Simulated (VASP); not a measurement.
Input of a VASP 6.6.1 run:

The input INCAR:

```
ALGO = Normal
EDIFF = 1E-6
ENCUT = 520
GGA = PS
ISIF = 2
ISMEAR = 0
LASPH = True
LCHARG = True
LELF = True
LREAL = False
LVHAR = True
LWAVE = False
NBANDS = 28
NELM = 80
PREC = Accurate
SIGMA = 0.02
```

Contents of KPOINTS:

```
k-points
0
Gamma
  8 8 8
```

File POSCAR:

```
BaTiO3
1.0
    3.8507732524      0.0000000000      0.0000000000
    0.0000000000      4.0023741639      0.0000000000
    0.0000000000      0.0000000000      4.0023741639
Ba Ti O
1 1 3
Direct
    0.5000000000      0.5000000000      0.5000000000
    0.0000000000      0.0000000000      0.0000000000
    0.5000000000      0.0000000000      0.0000000000
    0.0000000000      0.5000000000      0.0000000000
    0.0000000000      0.0000000000      0.5000000000
```

Potentials or basis: VASP PAW PBE potentials, release 64 (Ba_sv, Ti_sv, O).

The run is started by

```console
$ cat potpaw_PBE.64/Ba_sv/POTCAR potpaw_PBE.64/Ti_sv/POTCAR potpaw_PBE.64/O/POTCAR > POTCAR
$ mpirun -np 1 vasp_std > vasp.out
```

**Question.** Estimate the band gap on the k mesh.

**Answer.** 1.68 eV, indirect (least direct gap 1.79 eV).

**Question.** Estimate the pressure.

**Answer.** 5.1 GPa.

Stress tensor (GPa, compression positive):
```
11.35  0.00  0.00
 0.00  2.04  0.00
 0.00  0.00  2.04
```

Caveat: the cell differs from its parent crystal (uniaxial strain along a: -3.0 %, then relaxed in part); the PAW data sets were made with another functional, which shifts forces and pressure a little; spin-orbit coupling is left out, which moves the levels of the heavy elements. A k mesh can miss the band edges.
